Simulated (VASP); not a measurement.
# CO2 in VASP: further runs

The runs below take CO2 through single point, with PBEsol.

All numbers are computed with VASP 6.6.1; they aren't measurements. Logs are shortened: lines on timing, memory, paths and dates and some standing lists are left out, and cuts for length are marked.

### Step 1. The cell of the first run

The cell holds a disordered packing, 30 atoms: a = 8.707 Å, b = 8.707 Å, c = 8.707 Å, α = 90.00°, β = 90.00°, γ = 90.00°.

### Step 2. Single point, PBEsol

Contents of INCAR:

```
SYSTEM = CO2
PREC = Accurate
ENCUT = 910
EDIFF = 1E-6
ISMEAR = -1
SIGMA = 0.02
LREAL = Auto
LASPH = .True.
NELM = 120
ALGO = Normal
ISIF = 2
LWAVE = .False.
LCHARG = .True.
GGA = PS
LELF = .True.
LVHAR = .True.
NBANDS = 101
GGA_COMPAT = .False.
```

Contents of KPOINTS:

```
Automatic mesh
0
Gamma
  1 1 1
  0 0 0
```

Contents of POSCAR:

```
CO2
1.0
    8.7065880000      0.0000000000      0.0000000000
    0.0000000000      8.7065880000      0.0000000000
    0.0000000000      0.0000000000      8.7065880000
C O
10 20
Direct
    0.7767566353      0.4879178847      0.3253628172
    0.4024079237      0.5282896124      0.9447903128
    0.9498209861      0.1248939309      1.0443700793
    0.4095059971      0.2356491429      0.5466779868
    0.4999892036      0.0598282588      0.9759161683
    0.8058840042      0.4132043460      0.7617794709
    0.7203855288      0.7948004431      0.5634583835
    0.2246459807      0.6143623656      0.3345168050
    0.1503688931      0.9999554360      0.3906926571
    0.0883583787      0.7286321576      0.7510634476
    0.7585290587      0.4040733293      0.4306164481
    0.7954321486      0.5633550135      0.2185930930
    0.3827791093      0.6288111945      0.8572933507
    0.4083344704      0.4225306170      1.0287497238
    0.9867240761      0.2131259685      1.1417216480
    0.9164439617      0.0386718655      0.9464442328
    0.3625415605      0.3563049038      0.5048820502
    0.4650271725      0.1156710298      0.5837878168
    0.5736001290      0.0318839022      0.8676188652
    0.4210834370      0.0859578976      1.0863382992
    0.9210611551      0.3610599238      0.7346850454
    0.6863997699      0.4644528948      0.7970056697
    0.6341634633      0.8017377186      0.4607315748
    0.8027025053      0.7855890275      0.6702051366
    0.1113524609      0.6050475801      0.4069217471
    0.3317373005      0.6109281845      0.2516600073
    0.1565596075      0.9248399028      0.2811089717
    0.1277538342      1.0805955215      0.4962104558
    0.0232582500      0.6557563078      0.8446592396
    0.1684471575      0.8011634408      0.6732947511
```

Potentials or basis: VASP PAW PBE potentials, release 64 (C_h, O_h).

Launch:

```
cat potpaw_PBE.64/C_h/POTCAR potpaw_PBE.64/O_h/POTCAR > POTCAR
mpirun -np 1 vasp_gam > vasp.out
```

OUTCAR:

```text
SYSTEM = CO2
   PREC = Accurate
   ENCUT = 910
   EDIFF = 1E-6
   ISMEAR = -1
   LREAL = Auto
   LASPH = .True.
   NELM = 120
   ISIF = 2
   GGA = PS

 ion  position               nearest neighbor table
   1  0.777  0.488  0.325-  12 1.15  11 1.18
   2  0.402  0.528  0.945-  13 1.17  14 1.18
   3  0.950  0.125  0.044-  16 1.17  15 1.19
   4  0.410  0.236  0.547-  17 1.18  18 1.20
   5  0.500  0.060  0.976-  19 1.17  20 1.20
   6  0.806  0.413  0.762-  21 1.13  22 1.17
   7  0.720  0.795  0.563-  23 1.17  24 1.18
   8  0.225  0.614  0.335-  25 1.17  26 1.18
   9  0.150  1.000  0.391-  27 1.16  28 1.17
  10  0.088  0.729  0.751-  30 1.16  29 1.18
  11  0.759  0.404  0.431-   1 1.18
  12  0.795  0.563  0.219-   1 1.15
  13  0.383  0.629  0.857-   2 1.17
  14  0.408  0.423  0.029-   2 1.18
  15  0.987  0.213  0.142-   3 1.19
  16  0.916  0.039  0.946-   3 1.17
[... 12 lines left out ...]
  29  0.023  0.656  0.845-  10 1.18
  30  0.168  0.801  0.673-  10 1.16

  LATTYP: Found a simple cubic cell.
 ALAT       =     8.7065880000

  Lattice vectors:

 A1 = (   8.7065880000,   0.0000000000,   0.0000000000)
 A2 = (   0.0000000000,   8.7065880000,   0.0000000000)
 A3 = (   0.0000000000,   0.0000000000,   8.7065880000)

Analysis of symmetry for initial positions (statically):
=====================================================================
 Subroutine PRICEL returns:
 Original cell was already a primitive cell.

 Routine SETGRP: Setting up the symmetry group for a
 simple cubic supercell.

 Subroutine GETGRP returns: Found  1 space group operations
 (whereof  1 operations were pure point group operations)
 out of a pool of 48 trial point group operations.

The static configuration has the point symmetry C_1 .

Analysis of symmetry for dynamics (positions and initial velocities):
=====================================================================
 Subroutine PRICEL returns:
 Original cell was already a primitive cell.

 Routine SETGRP: Setting up the symmetry group for a
 simple cubic supercell.

 Subroutine GETGRP returns: Found  1 space group operations
 (whereof  1 operations were pure point group operations)
 out of a pool of 48 trial point group operations.

The dynamic configuration has the point symmetry C_1 .

 Subroutine INISYM returns: Found  1 space group operations
 (whereof  1 operations are pure point group operations),
 and found     1 'primitive' translations

----------------------------------------------------------------------------------------

                                     Primitive cell

  volume of cell :     660.0001

  direct lattice vectors                    reciprocal lattice vectors
     8.706588000  0.000000000  0.000000000     0.114855555  0.000000000  0.000000000
     0.000000000  8.706588000  0.000000000     0.000000000  0.114855555  0.000000000
     0.000000000  0.000000000  8.706588000     0.000000000  0.000000000  0.114855555

  length of vectors
     8.706588000  8.706588000  8.706588000     0.114855555  0.114855555  0.114855555

  position of ions in fractional coordinates (direct lattice)
     0.776756635  0.487917885  0.325362817
     0.402407924  0.528289612  0.944790313
     0.949820986  0.124893931  0.044370079
     0.409505997  0.235649143  0.546677987
     0.499989204  0.059828259  0.975916168
     0.805884004  0.413204346  0.761779471
[... 22 lines left out ...]
     0.023258250  0.655756308  0.844659240
     0.168447157  0.801163441  0.673294751

  ion indices of the primitive-cell ions
   primitive index   ion index
                 1           1
                 2           2
                 3           3
                 4           4
                 5           5
                 6           6
[... 22 lines left out ...]
                29          29
                30          30

----------------------------------------------------------------------------------------

 KPOINTS: Automatic mesh

Automatic generation of k-mesh.
 Grid dimensions read from file:
 generate k-points for:    1    1    1

 Generating k-lattice:

  Cartesian coordinates                     Fractional coordinates (reciprocal lattice)
     0.114855555  0.000000000  0.000000000     1.000000000  0.000000000  0.000000000
     0.000000000  0.114855555  0.000000000     0.000000000  1.000000000  0.000000000
     0.000000000  0.000000000  0.114855555     0.000000000  0.000000000  1.000000000

  Length of vectors
     0.114855555  0.114855555  0.114855555

  Shift w.r.t. Gamma in fractional coordinates (k-lattice)
     0.000000000  0.000000000  0.000000000

 Subroutine IBZKPT returns following result:
 ===========================================

 Found      1 irreducible k-points:

 Following reciprocal coordinates:
            Coordinates               Weight
  0.000000  0.000000  0.000000      1.000000
   k-points           NKPTS =      1   k-points in BZ     NKDIM =      1   number of bands    NBANDS=    101
   number of dos      NEDOS =    301   number of ions     NIONS =     30
   total plane-waves  NPLWV = 729000
   dimension x,y,z NGX =    90 NGY =   90 NGZ =   90
   dimension x,y,z NGXF=   180 NGYF=  180 NGZF=  180
   ions per type =              10  20
   NGX,Y,Z   is equivalent  to a cutoff of  17.18, 17.18, 17.18 a.u.
   NGXF,Y,Z  is equivalent  to a cutoff of  34.37, 34.37, 34.37 a.u.
 SYSTEM =  CO2
   PREC   = accura    normal or accurate (medium, high low for compatibility)
   ISTART =      0    job   : 0-new  1-cont  2-samecut
   ICHARG =      2    charge: 1-file 2-atom 10-const
   ISPIN  =      1    spin polarized calculation?
   LNONCOLLINEAR =      F non collinear calculations
   LSORBIT =      F    spin-orbit coupling
   LASPH  =      T    aspherical Exc in radial PAW
   ENCUT  =  910.0 eV  66.88 Ry    8.18 a.u.  21.42 21.42 21.42*2*pi/ulx,y,z
   NELM   =    120;   NELMIN=  2; NELMDL= -5     # of ELM steps
   EDIFF  = 0.1E-05   stopping-criterion for ELM
   LREAL  =      T    real-space projection
   EDIFFG = 0.1E-04   stopping-criterion for IOM
   NSW    =      0    number of steps for IOM
   IBRION =     -1    ionic relax: 0-MD 1-quasi-New 2-CG
   NFREE  =      0    steps in history (QN), initial steepest desc. (CG)
   ISIF   =      2    stress and relaxation
   ISYM   =      2    0-nonsym 1-usesym 2-fastsym
   POTIM  = 0.5000    time-step for ionic-motion
   TEBEG  =    0.0;   TEEND  =   0.0 temperature during run
   PSTRESS=    0.0 pullay stress
   NELECT =     160.0000    total number of electrons
   NUPDOWN=      -1.0000    fix difference up-down
   EMIN   =  10.00;   EMAX   =-10.00  energy-range for DOS
   EFERMI =   0.00;   METHOD = LEGACY
   ISMEAR =    -1;   SIGMA  =   0.02  broadening in eV -4-tet -1-fermi 0-gaus
   EFERMI_NEDOS =   21; number of points for ismear=-14 and -15
   IALGO  =     38    algorithm
   IMIX   =      4    mixing-type and parameters
     AMIX     =   0.40;   BMIX     =  1.00
     AMIX_MAG =   1.60;   BMIX_MAG =  1.00
  volume/ion in A,a.u.               =      22.00       148.46
  Fermi-wavevector in a.u.,A,eV,Ry     =   1.020783  1.929000 14.177247  1.041998
  Thomas-Fermi vector in A             =   2.154372
   LORBIT       =      0    0 simple, 1 ext, 2 COOP (PROOUT), +10 PAW based schemes
   GGA     = PS    functional components
   LHFCALC =     F    Hartree Fock is set to
   AEXX    =    0.0000 exact exchange contribution
   IVDW    =     0    specifies the selected vdW correction
   LEPSILON=     F    determine dielectric tensor
   LRPA    =     F    only Hartree local field effects (RPA)
 non-spin polarized calculation
  energy-cutoff  :      910.00
  volume of cell :      660.00
 maximum number of plane-waves:     20578
 NGX is ok and might be reduce to    90
   NGX = 43   NGY = 43   NGZ = 43

 number of electron     160.0000000 magnetization

 Free energy of the ion-electron system (eV)
  ---------------------------------------------------
  ext. energy  EPLUGINS =         0.00000000
  ---------------------------------------------------
  free energy    TOTEN  =      -239.62493098 eV

  energy without entropy =     -239.62493098  energy(sigma->0) =     -239.62493098

 E-fermi :  -4.2511     XC(G=0):  -6.0683

 val. band max:       -4.8179072913   @ k =   0.0000   0.0000   0.0000
 cond. band min:       1.3987202745   @ k =   0.0000   0.0000   0.0000
 fundamental gap:      6.2166275658
 Fermi energy:        -4.2511259630

 k-point     1 :       0.0000    0.0000    0.0000
  band No.  band energies     occupation
      1     -25.6273      2.00000
      2     -25.4931      2.00000
      3     -25.4636      2.00000
      4     -25.3644      2.00000
      5     -25.3080      2.00000
      6     -25.1494      2.00000
[... 84 lines left out ...]
     91       3.0930      0.00000
     92       3.1066      0.00000
 [bands above 92 left out]

------------------------ aborting loop because EDIFF is reached ----------------------------------------

  FORCE on cell =-STRESS in cart. coord.  units (eV):
  Direction    XX          YY          ZZ          XY          YZ          ZX
  --------------------------------------------------------------------------------------
  -------------------------------------------------------------------------------------
  Total        0.3168654     -4.0129784     -4.3983390     -0.4426763      0.6636689      0.4021628
  in kB        0.7692039     -9.7416702    -10.6771489     -1.0746148      1.6110835      0.9762667
  external PRESSURE =      -6.5498718 kB  Pullay stress =       0.0000000 kB

 VOLUME and BASIS-vectors are now :
 -----------------------------------------------------------------------------
  energy-cutoff  :      910.00
  volume of cell :      660.00
      direct lattice vectors                 reciprocal lattice vectors
     8.706588000  0.000000000  0.000000000     0.114855555  0.000000000  0.000000000
     0.000000000  8.706588000  0.000000000     0.000000000  0.114855555  0.000000000
     0.000000000  0.000000000  8.706588000     0.000000000  0.000000000  0.114855555

 POSITION                                       TOTAL-FORCE (eV/Angst)
 -----------------------------------------------------------------------------------
      6.76290      4.24810      2.83280        -0.298787     -1.936926      1.788269
      3.50360      4.59960      8.22590        -0.692133     -0.684468      0.076053
      8.26970      1.08740      0.38631         0.569728      0.666809      0.590817
      3.56540      2.05170      4.75970         0.838036     -0.627519     -0.134021
      4.35320      0.52090      8.49690        -1.884357      0.362807      2.313516
      7.01650      3.59760      6.63250        -3.968421      1.689018      1.331800
[... 22 lines left out ...]
      0.20250      5.70940      7.35410         0.161487      0.362065     -0.800073
      1.46660      6.97540      5.86210         0.055672      0.513590     -0.906137
 -----------------------------------------------------------------------------------
    total drift:                               -0.007805     -0.005023     -0.010847

  FREE ENERGIE OF THE ION-ELECTRON SYSTEM (eV)
  ---------------------------------------------------
  free  energy   TOTEN  =      -239.6249309813 eV

  energy  without entropy=     -239.6249309813  energy(sigma->0) =     -239.62493098
```

Wall time 3.9 min (1 thread of Intel Xeon Platinum 8488C (Sapphire Rapids), shared host); peak memory 1.3 GiB.

What came out:

```yaml
Free_energy: -239.6249 eV
Pressure: -0.7 GPa
Largest_force: 4.593 eV/Å
```

Forces in eV/Å, atoms in the order of the input:
```
C   -0.299 -1.937  1.788
C   -0.692 -0.684  0.076
C    0.570  0.667  0.591
C    0.838 -0.628 -0.134
C   -1.884  0.363  2.314
C   -3.968  1.689  1.332
C   -0.060 -0.041  0.657
C    0.139 -0.744 -0.995
C   -1.069  1.193  1.011
C   -0.009 -0.861  1.947
O    0.057  0.815 -0.645
O    0.201  1.110 -1.241
O    0.437 -0.148  0.438
O    0.397  0.669 -0.681
O   -0.599 -1.068 -1.123
O    0.098  0.401  0.550
O    0.408 -1.492  0.684
O   -1.204  2.220 -0.659
O    0.112  0.082  0.167
O    1.770 -0.550 -2.318
O    4.044 -1.872 -1.116
O   -0.043  0.027 -0.213
O    0.266 -0.002  0.028
O   -0.437  0.192 -0.826
O    0.509  0.261 -0.010
O   -0.770  0.534  1.151
O    0.488 -0.798 -0.810
O    0.484 -0.273 -0.259
O    0.161  0.362 -0.800
O    0.056  0.514 -0.906
```

Caveat: the k points lie up to 0.72 Å⁻¹ apart; the cutoff is under 1.25 times the usual one of these potentials, so pressure, stress and relaxed cells hold a basis-set (Pulay) error; the PAW data sets were made with another functional, which shifts forces and pressure a little.

### Step 3. Single point, PBEsol

Contents of INCAR:

```
ALGO     = Normal         # electronic algorithm
EDIFF    = 1E-6           # SCF threshold, eV
ENCUT    = 910            # plane-wave cutoff, eV
GGA      = PS             # functional
GGA_COMPAT= F            
ISIF     = 2              # what is computed and relaxed
ISMEAR   = -1             # smearing method
LASPH    = T              # aspherical terms in the spheres
LCHARG   = T              # write CHGCAR
LELF     = T              # ELF
LREAL    = Auto         
LVHAR    = T            
LWAVE    = F              # write WAVECAR
NBANDS   = 101            # bands
NELM     = 120            # most SCF steps
PREC     = Accurate       # precision mode
SIGMA    = 0.02           # smearing width, eV
```

Contents of KPOINTS:

```
k-points
0
Gamma
  1 1 1
```

Contents of POSCAR:

```
CO2
1.0
    8.7065880000      0.0000000000      0.0000000000
    0.0000000000      8.7065880000      0.0000000000
    0.0000000000      0.0000000000      8.7065880000
C O
10 20
Direct
    0.7726394279      0.4399627739      0.2924636792
    0.4425567516      0.5192918513      0.9693113699
    1.0147642007      0.0867017851      1.0206083828
    0.4679103025      0.2033916635      0.4678800785
    0.5395646434      0.0492403210      1.0276132519
    0.8062567855      0.3678025943      0.7559483828
    0.7012752031      0.7850235043      0.5648223032
    0.1881254269      0.5752415066      0.3363434808
    0.0809791070      0.9954067979      0.4196307722
    0.1198814746      0.7096549365      0.7523041441
    0.7665905860      0.3555015618      0.3963870468
    0.7784571607      0.5239437350      0.1883617190
    0.4255596944      0.6403186995      0.9143877127
    0.4584660697      0.3977214452      1.0235049267
    0.9445121161      0.1654546301      1.1036159507
    1.0860611079      0.0079307803      0.9392148279
    0.4125585047      0.3102784271      0.4088898075
    0.5236332779      0.0969922156      0.5271768896
    0.6154786371      0.0612413174      0.9178601146
    0.4643133677      0.0369343921      1.1379887470
    0.9099632899      0.2834296388      0.7624980567
    0.7023118628      0.4523457865      0.7489512904
    0.6078519249      0.7256832554      0.4893602625
    0.7959281564      0.8437028456      0.6394959271
    0.0907505193      0.5254294040      0.4141487175
    0.2847953956      0.6247369056      0.2580200470
    0.0319545605      0.8948463073      0.3451692802
    0.1301780616      1.0966200434      0.4919330592
    0.0535614718      0.6368903476      0.8432453430
    0.1866076119      0.7811642273      0.6606995286
```

Potentials or basis: VASP PAW PBE potentials, release 64 (C_h, O_h).

Launch:

```
cat potpaw_PBE.64/C_h/POTCAR potpaw_PBE.64/O_h/POTCAR > POTCAR
mpirun -np 1 vasp_gam > vasp.out
```

Wall time 8.6 min (1 thread of AMD EPYC, shared host); peak memory 1.2 GiB.

It converged, with:

```yaml
Free_energy: -240.5722 eV
Pressure: -0.1 GPa
Largest_force: 0.193 eV/Å
```

Forces on the atoms (eV/Å):
```
C    0.000  0.005 -0.011
C   -0.010  0.013 -0.004
C   -0.007  0.009  0.013
C   -0.026  0.035 -0.030
C   -0.067 -0.006  0.105
C    0.019 -0.020 -0.011
C   -0.016 -0.003 -0.017
C   -0.012  0.002 -0.003
C   -0.031 -0.086 -0.074
C    0.008  0.016 -0.008
O   -0.009 -0.129  0.143
O    0.019  0.112 -0.142
O    0.001  0.113 -0.047
O    0.027 -0.126  0.052
O   -0.049  0.053  0.063
O    0.060 -0.071 -0.070
O   -0.063  0.098 -0.045
O    0.067 -0.127  0.076
O    0.092  0.020 -0.135
O   -0.044 -0.004  0.045
O    0.104 -0.075  0.017
O   -0.108  0.093 -0.004
O   -0.103 -0.077 -0.084
O    0.127  0.069  0.103
O   -0.062 -0.030  0.053
O    0.062  0.039 -0.059
O   -0.030 -0.029 -0.012
O    0.058  0.127  0.089
O   -0.069 -0.094  0.090
O    0.062  0.073 -0.093
```

Stress tensor (GPa, compression positive):
```
-0.16  0.01 -0.04
 0.01 -0.04 -0.12
-0.04 -0.12 -0.05
```

Levels at points of the mesh, in eV from the Fermi level:
```tsv
k point	band 78	band 79	band 80	band 81	band 82	band 83
(0.00, 0.00, 0.00)	-0.60	-0.58	-0.56	6.08	7.52	7.56
```

Caveat: the k points lie up to 0.72 Å⁻¹ apart; the cutoff is under 1.25 times the usual one of these potentials, so pressure, stress and relaxed cells hold a basis-set (Pulay) error; the PAW data sets were made with another functional, which shifts forces and pressure a little.
